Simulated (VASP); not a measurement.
The system is Y2Si2F.

```xyz
5
Lattice="5.0317 0.0000 0.0000 -2.5159 4.3576 0.0000 0.0000 0.0000 4.7504" Properties=species:S:1:pos:R:3 pbc="T T T"
Y     0.0000    2.9051    0.0000
Y     2.5159    1.4525    0.0000
Si    0.0000    0.0000    1.4324
Si    0.0000    0.0000    3.3180
F     0.0000    0.0000    0.0000
```

```yaml
Program: VASP 6.6.1
Task: relaxation of cell and atoms
Functional: PBE
Potentials_or_basis: VASP PAW PBE potentials, release 64 (Y_sv, Si, F)
Cutoff: 600 eV
k_mesh: 6 × 6 × 4
Occupations: gaussian, width 0.1 eV
Spin: no spin polarisation
```

At the start: pressure 38.7 GPa; volume 20.83 Å³/atom.

Task: How do energy, volume and symmetry change on relaxing?

Result: Over 12 steps the energy falls by 1298.4 meV/atom and the volume is 28.87 Å³/atom (+38.6 %); space group P6/mmm (No. 191, to 0.05 Å).

Step by step:
```tsv
step	energy change (eV)	largest force (eV/Å)	pressure (GPa)	volume (Å³)
1	0.0000	5.1414	38.74	104.16
2	-3.8276	1.3433	-6.53	189.62
3	-5.7394	5.5941	2.98	142.18
4	-5.7298	4.9440	0.72	149.03
5	-5.9991	0.0072	-4.26	158.96
6	-6.2116	0.8751	-2.98	154.07
7	-6.4637	0.3956	-0.63	144.62
8	-6.4845	0.1190	0.42	141.40
9	-6.4892	0.0216	0.26	142.48
10	-6.4913	0.1178	0.03	144.09
11	-6.4913	0.0984	0.06	143.86
12	-6.4922	0.0169	0.01	144.34
```

Final structure:
```yaml
crystal:
  lattice:
    - [5.21365, 0.00000, 0.00000]
    - [-2.60683, 4.51516, 0.00000]
    - [0.00000, 0.00000, 6.13169]
  atoms:
    - { symbol: Y, position: [0.33333, 0.66667, 0.00000] }
    - { symbol: Y, position: [0.66667, 0.33333, 0.00000] }
    - { symbol: Si, position: [0.00000, 0.00000, 0.30983] }
    - { symbol: Si, position: [0.00000, 0.00000, 0.69017] }
    - { symbol: F, position: [0.00000, 0.00000, 0.00000] }
```

Caveat: the volume moved by over 15 % at a fixed basis, so the end points are rough; an odd number of electrons without spin polarisation forces a metal; a magnetic or distorted state may lie lower.
